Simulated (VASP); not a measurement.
# C in VASP: single point with LDA

Aim: the single point of C with LDA.

Everything below comes from runs of VASP 6.6.1. Logs are shortened: lines on timing, memory, paths and dates and some standing lists are left out, and cuts for length are marked.

**1. The cell of the first run**

The cell holds a slab with vacuum, 2 atoms: a = 2.485 Å, b = 2.460 Å, c = 12.000 Å, α = 90.00°, β = 90.00°, γ = 120.33°.

**2. Single point, LDA**

File INCAR:

```
SYSTEM = C
ALGO = Normal
EDIFF = 1E-6
ENCUT = 520
GGA = CA
ISIF = 2
ISMEAR = 0
LASPH = .True.
LCHARG = .True.
LELF = .True.
LREAL = .False.
LVHAR = .True.
LWAVE = .False.
NBANDS = 11
NELM = 80
PREC = Accurate
SIGMA = 0.3
```

File KPOINTS:

```
k-points
0
Gamma
  48 48 1
  0 0 0
```

File POSCAR:

```
C
1.0
    2.4846000000      0.0000000000      0.0000000000
   -1.2423000000      2.1233920991      0.0000000000
    0.0000000000      0.0000000000     12.0000000000
C
2
Direct
    0.3330103761      0.6660207523      0.5000000000
    0.6669896239      0.3339792477      0.5000000000
```

Potentials or basis: VASP PAW LDA potentials, release 64 (C).

Started as:

```
> cat potpaw_LDA.64/C/POTCAR > POTCAR
> mpirun -np 1 vasp_std > vasp.out
```

OUTCAR:

```text
SYSTEM = C
   EDIFF = 1E-6
   ENCUT = 520
   GGA = CA
   ISIF = 2
   ISMEAR = 0
   LASPH = .True.
   LREAL = .False.
   NELM = 80
   PREC = Accurate

 ion  position               nearest neighbor table
   1  0.333  0.666  0.500-   2 1.42   2 1.43   2 1.43
   2  0.667  0.334  0.500-   1 1.42   1 1.43   1 1.43

  Warning from LATTYP: Monoclinic adjustment (A1->A3, A2->A1, A3->A2)!
  LATTYP: Found a base centered orthorhombic cell.
 ALAT       =     2.4846000000
 B/A-ratio  =     1.7092426138
 C/A-ratio  =     4.8297512678

  Lattice vectors:

 A1 = (   1.2423000000,  -2.1233920991,   0.0000000000)
 A2 = (   1.2423000000,   2.1233920991,   0.0000000000)
 A3 = (   0.0000000000,   0.0000000000,  12.0000000000)

Analysis of symmetry for initial positions (statically):
=====================================================================
 Subroutine PRICEL returns:
 Original cell was already a primitive cell.

 Routine SETGRP: Setting up the symmetry group for a
 base centered orthorhombic supercell.

 Subroutine GETGRP returns: Found  8 space group operations
 (whereof  8 operations were pure point group operations)
 out of a pool of  8 trial point group operations.

The static configuration has the point symmetry D_2h.

Analysis of symmetry for dynamics (positions and initial velocities):
=====================================================================
 Subroutine PRICEL returns:
 Original cell was already a primitive cell.

 Routine SETGRP: Setting up the symmetry group for a
 base centered orthorhombic supercell.

 Subroutine GETGRP returns: Found  8 space group operations
 (whereof  8 operations were pure point group operations)
 out of a pool of  8 trial point group operations.

The dynamic configuration has the point symmetry D_2h.

 Subroutine INISYM returns: Found  8 space group operations
 (whereof  8 operations are pure point group operations),
 and found     1 'primitive' translations

----------------------------------------------------------------------------------------

                                     Primitive cell

  volume of cell :      63.3094

  direct lattice vectors                    reciprocal lattice vectors
     2.484600000  0.000000000  0.000000000     0.402479272  0.235472290  0.000000000
    -1.242300000  2.123392099  0.000000000     0.000000000  0.470944580  0.000000000
     0.000000000  0.000000000 12.000000000     0.000000000  0.000000000  0.083333333

  length of vectors
     2.484600000  2.460102294 12.000000000     0.466301152  0.470944580  0.083333333

  position of ions in fractional coordinates (direct lattice)
     0.333010376  0.666020752  0.500000000
     0.666989624  0.333979248  0.500000000

  ion indices of the primitive-cell ions
   primitive index   ion index
                 1           1
                 2           2

----------------------------------------------------------------------------------------

 KPOINTS: k-points

Automatic generation of k-mesh.
 Grid dimensions read from file:
 generate k-points for:   48   48    1

 Generating k-lattice:

  Cartesian coordinates                     Fractional coordinates (reciprocal lattice)
     0.008384985  0.004905673  0.000000000     0.020833333  0.000000000  0.000000000
     0.000000000  0.009811345  0.000000000     0.000000000  0.020833333  0.000000000
     0.000000000  0.000000000  0.083333333     0.000000000  0.000000000  1.000000000

  Length of vectors
     0.009714607  0.009811345  0.083333333

  Shift w.r.t. Gamma in fractional coordinates (k-lattice)
     0.000000000  0.000000000  0.000000000

 Subroutine IBZKPT returns following result:
 ===========================================

 Found    601 irreducible k-points:

 Following reciprocal coordinates:
            Coordinates               Weight
  0.000000  0.000000  0.000000      1.000000
  0.020833 -0.000000  0.000000      4.000000
  0.041667 -0.000000  0.000000      4.000000
  0.062500 -0.000000  0.000000      4.000000
  0.083333 -0.000000  0.000000      4.000000
  0.104167  0.000000  0.000000      4.000000
[... 16 lines left out ...]
  0.458333 -0.000000  0.000000      4.000000
  0.479167  0.000000  0.000000      4.000000
 [... further k-points ...]
   k-points           NKPTS =    601   k-points in BZ     NKDIM =    601   number of bands    NBANDS=     11
   number of dos      NEDOS =    301   number of ions     NIONS =      2
   total plane-waves  NPLWV =  29160
   dimension x,y,z NGX =    18 NGY =   18 NGZ =   90
   dimension x,y,z NGXF=    36 NGYF=   36 NGZF=  180
   ions per type =               2
   NGX,Y,Z   is equivalent  to a cutoff of  12.04, 12.16, 12.47 a.u.
   NGXF,Y,Z  is equivalent  to a cutoff of  24.09, 24.33, 24.94 a.u.
 SYSTEM =  C
   PREC   = accura    normal or accurate (medium, high low for compatibility)
   ISTART =      0    job   : 0-new  1-cont  2-samecut
   ICHARG =      2    charge: 1-file 2-atom 10-const
   ISPIN  =      1    spin polarized calculation?
   LNONCOLLINEAR =      F non collinear calculations
   LSORBIT =      F    spin-orbit coupling
   LASPH  =      T    aspherical Exc in radial PAW
   ENCUT  =  520.0 eV  38.22 Ry    6.18 a.u.   4.62  4.57 22.31*2*pi/ulx,y,z
   NELM   =     80;   NELMIN=  2; NELMDL= -5     # of ELM steps
   EDIFF  = 0.1E-05   stopping-criterion for ELM
   LREAL  =      F    real-space projection
   EDIFFG = 0.1E-04   stopping-criterion for IOM
   NSW    =      0    number of steps for IOM
   IBRION =     -1    ionic relax: 0-MD 1-quasi-New 2-CG
   NFREE  =      0    steps in history (QN), initial steepest desc. (CG)
   ISIF   =      2    stress and relaxation
   ISYM   =      2    0-nonsym 1-usesym 2-fastsym
   POTIM  = 0.5000    time-step for ionic-motion
   TEBEG  =    0.0;   TEEND  =   0.0 temperature during run
   PSTRESS=    0.0 pullay stress
   NELECT =       8.0000    total number of electrons
   NUPDOWN=      -1.0000    fix difference up-down
   EMIN   =  10.00;   EMAX   =-10.00  energy-range for DOS
   EFERMI =   0.00;   METHOD = LEGACY
   ISMEAR =     0;   SIGMA  =   0.30  broadening in eV -4-tet -1-fermi 0-gaus
   EFERMI_NEDOS =   21; number of points for ismear=-14 and -15
   IALGO  =     38    algorithm
   IMIX   =      4    mixing-type and parameters
     AMIX     =   0.40;   BMIX     =  1.00
     AMIX_MAG =   1.60;   BMIX_MAG =  1.00
  volume/ion in A,a.u.               =      31.65       213.62
  Fermi-wavevector in a.u.,A,eV,Ry     =   0.821515  1.552438  9.182395  0.674887
  Thomas-Fermi vector in A             =   1.932688
   LORBIT       =      0    0 simple, 1 ext, 2 COOP (PROOUT), +10 PAW based schemes
   GGA     = CA    functional components
   LHFCALC =     F    Hartree Fock is set to
   AEXX    =    0.0000 exact exchange contribution
   IVDW    =     0    specifies the selected vdW correction
   LEPSILON=     F    determine dielectric tensor
   LRPA    =     F    only Hartree local field effects (RPA)
 non-spin polarized calculation
 Gauss-broadening in eV      SIGMA  =   0.30
  energy-cutoff  :      520.00
  volume of cell :       63.31
 maximum number of plane-waves:      1740
   NGX =  9   NGY =  9   NGZ = 45

 number of electron       7.9999996 magnetization

 Free energy of the ion-electron system (eV)
  ---------------------------------------------------
  ext. energy  EPLUGINS =         0.00000000
  ---------------------------------------------------
  free energy    TOTEN  =       -20.16272993 eV

  energy without entropy =      -20.16185368  energy(sigma->0) =      -20.16229180

 E-fermi :  -1.9989     XC(G=0):  -3.6553

 val. band max:       -2.0658757728   @ k =   0.3333   0.3333   0.0000
 cond. band min:      -1.9293347467   @ k =   0.3333   0.3333   0.0000
 fundamental gap:      0.1365410261
 Fermi energy:        -1.9988704842

 k-point     1 :       0.0000    0.0000    0.0000
  band No.  band energies     occupation
      1     -21.2759      2.00000
      2      -9.6193      2.00000
      3      -5.1027      2.00000
      4      -4.9709      2.00000
      5       1.3773      0.00000
      6       2.6528      0.00000
      7       3.4249      0.00000
      8       6.1434      0.00000
      9       6.3232      0.00000
     10       6.5280      0.00000
     11       7.7954      0.00000

 k-point     2 :       0.0208   -0.0000    0.0000
  band No.  band energies     occupation
      1     -21.2658      2.00000
      2      -9.6071      2.00000
      3      -5.1395      2.00000
      4      -4.9982      2.00000
      5       1.3910      0.00000
      6       2.6666      0.00000
      7       3.4388      0.00000
      8       6.1603      0.00000
      9       6.3591      0.00000
     10       6.5415      0.00000
     11       7.8096      0.00000

 k-point     3 :       0.0417   -0.0000    0.0000
  band No.  band energies     occupation
      1     -21.2354      2.00000
      2      -9.5706      2.00000
      3      -5.2536      2.00000
      4      -5.0734      2.00000
      5       1.4321      0.00000
      6       2.7079      0.00000
      7       3.4805      0.00000
      8       6.1991      0.00000
      9       6.4755      0.00000
     10       6.5818      0.00000
     11       7.8521      0.00000

 k-point     4 :       0.0625   -0.0000    0.0000
  band No.  band energies     occupation
      1     -21.1849      2.00000
      2      -9.5098      2.00000
      3      -5.4473      2.00000
      4      -5.1858      2.00000
      5       1.5007      0.00000
      6       2.7768      0.00000
      7       3.5500      0.00000
      8       6.2438      0.00000
      9       6.6489      0.00000
     10       6.6790      0.00000
     11       7.9227      0.00000

 k-point     5 :       0.0833   -0.0000    0.0000
  band No.  band energies     occupation
      1     -21.1142      2.00000
      2      -9.4248      2.00000
      3      -5.7145      2.00000
      4      -5.3294      2.00000
      5       1.5968      0.00000
      6       2.8731      0.00000
      7       3.6473      0.00000
      8       6.2870      0.00000
      9       6.7426      0.00000
     10       6.9645      0.00000
     11       8.0298      0.00000
[... 211 lines left out ...]
 k-point    21 :       0.4167    0.0000    0.0000
  band No.  band energies     occupation
      1     -17.3500      2.00000
      2     -13.6219      2.00000
      3      -8.1562      2.00000
      4      -5.2328      2.00000
      5       0.7102      0.00000
      6       5.6510      0.00000
      7       6.8516      0.00000
      8       8.1078      0.00000
      9       8.9980      0.00000
     10      11.5936      0.00000
     11      11.7507      0.00000

 k-point    22 :       0.4375   -0.0000    0.0000
  band No.  band energies     occupation
      1     -16.9736      2.00000
      2     -14.1021      2.00000
      3      -8.2257      2.00000
      4      -4.9130      2.00000
      5       0.2809      0.00000
      6       5.6227      0.00000
      7       7.3972      0.00000
      8       8.6456      0.00000
      9       9.5643      0.00000
     10      11.1083      0.00000
     11      11.8396      0.00000

 k-point    23 :       0.4583   -0.0000    0.0000
  band No.  band energies     occupation
      1     -16.5978      2.00000
      2     -14.5525      2.00000
      3      -8.2756      2.00000
      4      -4.6446      2.00000
      5      -0.0666      0.00000
      6       5.6011      0.00000
      7       7.9683      0.00000
      8       9.2005      0.00000
      9      10.1556      0.00000
     10      10.4597      0.00000
     11      11.5469      0.00000

 k-point    24 :       0.4792    0.0000    0.0000
  band No.  band energies     occupation
      1     -16.2563      2.00000
      2     -14.9389      2.00000
      3      -8.3057      2.00000
      4      -4.4606      2.00000
      5      -0.2984      0.00000
      6       5.5877      0.00000
      7       8.5617      0.00000
      8       9.7607      0.00000
      9       9.8131      0.00000
     10      10.7765      0.00000
     11      11.0124      0.00000

 [... further k-points ...]

------------------------ aborting loop because EDIFF is reached ----------------------------------------

  FORCE on cell =-STRESS in cart. coord.  units (eV):
  Direction    XX          YY          ZZ          XY          YZ          ZX
  --------------------------------------------------------------------------------------
  -------------------------------------------------------------------------------------
  Total       -1.7961084     -0.5550972     -0.0132126      0.0000000      0.0000000      0.0000000
  in kB      -45.4543246    -14.0479082     -0.3343718      0.0000000      0.0000000      0.0000000
  external PRESSURE =     -19.9455348 kB  Pullay stress =       0.0000000 kB

 VOLUME and BASIS-vectors are now :
 -----------------------------------------------------------------------------
  energy-cutoff  :      520.00
  volume of cell :       63.31
      direct lattice vectors                 reciprocal lattice vectors
     2.484600000  0.000000000  0.000000000     0.402479272  0.235472290  0.000000000
    -1.242300000  2.123392099  0.000000000     0.000000000  0.470944580  0.000000000
     0.000000000  0.000000000 12.000000000     0.000000000  0.000000000  0.083333333

 POSITION                                       TOTAL-FORCE (eV/Angst)
 -----------------------------------------------------------------------------------
     -0.00000      1.41422      6.00000         0.000000     -0.001498      0.000000
      1.24230      0.70917      6.00000        -0.000000      0.001498      0.000000
 -----------------------------------------------------------------------------------
    total drift:                                0.000000      0.000000     -0.000000

  FREE ENERGIE OF THE ION-ELECTRON SYSTEM (eV)
  ---------------------------------------------------
  free  energy   TOTEN  =       -20.1627299267 eV

  energy  without entropy=      -20.1618536806  energy(sigma->0) =      -20.16229180
```

Run time: 11 min. Hardware: 1 thread of AMD EPYC 7R43 (Zen 3), shared host; peak memory 0.37 GiB.

What came out:

| Property | Result |
| --- | --- |
| Free energy | -20.1627 eV |
| Band gap on the k mesh | 0.14 eV, direct |

Levels at points of the mesh, in eV from the valence-band top:
| k point | band 1 | band 2 | band 3 | band 4 | band 5 | band 6 | band 7 | band 8 |
| --- | --- | --- | --- | --- | --- | --- | --- | --- |
| (0.00, 0.00, 0.00) | -19.21 | -7.55 | -3.04 | -2.91 | 3.44 | 4.72 | 5.49 | 8.21 |
| (0.50, 0.00, 0.00) | -14.02 | -13.06 | -6.25 | -2.33 | 1.69 | 7.65 | 11.19 | 11.30 |
| (0.00, 0.50, 0.00) | -13.82 | -13.07 | -6.49 | -2.18 | 1.71 | 7.16 | 11.37 | 11.44 |
